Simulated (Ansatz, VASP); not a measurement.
**One calculation of PtPb, two programs**

The input INCAR:

```
ALGO = Normal
EDIFF = 1E-8
ENCUT = 520
ISIF = 2
ISMEAR = -1
LASPH = T
LCHARG = F
LEFG = T
LREAL = F
LWAVE = F
NBANDS = 32
NELM = 80
PREC = Accurate
SIGMA = 0.05
```

The input KPOINTS:

```
k-points
0
Gamma
  10 10 7
```

File POSCAR:

```
PtPb
1.0
    4.2214765254      0.0000000000      0.0000000000
   -2.1107382628      3.6559059125      0.0000000000
    0.0000000000      0.0000000000      5.4193814470
Pt Pb
2 2
Direct
    0.3333333333      0.6666666667      0.2500000000
    0.6666666667      0.3333333333      0.7500000000
    0.0000000000      0.0000000000      0.0000000000
    0.0000000000      0.0000000000      0.5000000000
```

Input for Ansatz:

```yaml
crystal:
  lattice:
    - [4.2214765254, 0.0, 0.0]
    - [-2.1107382628, 3.6559059125, 0.0]
    - [0.0, 0.0, 5.419381447]
  atoms:
    - { symbol: Pt, position: [0.3333333333, 0.6666666667, 0.25] }
    - { symbol: Pt, position: [0.6666666667, 0.3333333333, 0.75] }
    - { symbol: Pb, position: [0.0, 0.0, 0.0] }
    - { symbol: Pb, position: [0.0, 0.0, 0.5] }
kpoints:
  mp_grid: { grid: [10, 10, 7] }
scf:
  occupations: { method: fermi_dirac, width: 0.05 }
hamiltonian:
  xc: lda
  pseudopotentials: { kind: paw }
output:
  forces: true
  stress: true
  eigenvalues: true
  efg: { contact_densities: true }
```

Change from the starting cell: volume scaled by 0.98, PAW files.

Alike in both runs: task electric field gradients; functional LDA; k mesh 10 × 10 × 7; occupations fermi-dirac, width 0.05 eV; no spin polarisation.

|  | VASP | Ansatz |
| --- | --- | --- |
| version | VASP 6.6.1 | Ansatz 0.2.0 |
| potentials or method | VASP PAW LDA potentials, release 64 (Pt, Pb_d) | PAW with Ansatz's default frozen-core files, scalar-relativistic |
| plane-wave cutoff (eV) | 520 | 420 |
| valence electrons in the cell | 48 | 64 |

Ansatz gave:

* pressure (GPa): 9.4
* traceless stress, the component that is largest in VASP (GPa): 18.50
* size of Vzz on the site where it differs most (V/Å²): 83.6

**Question.** What did VASP give for the same quantities?

**Answer.** Pressure (GPa): 9.7; traceless stress, the component that is largest in VASP (GPa): 18.43; size of Vzz on the site where it differs most (V/Å²): 11.5.

LDA's correlation is that of Perdew and Zunger in VASP and of Perdew and Wang (1992) in Ansatz. One of these differences is far larger than is usual between the two programs; its cause wasn't traced. VASP's potentials hold 48 valence electrons a cell and Ansatz's 64, so a difference there can come from the potentials and not from the codes.

Spin-orbit coupling is off throughout.
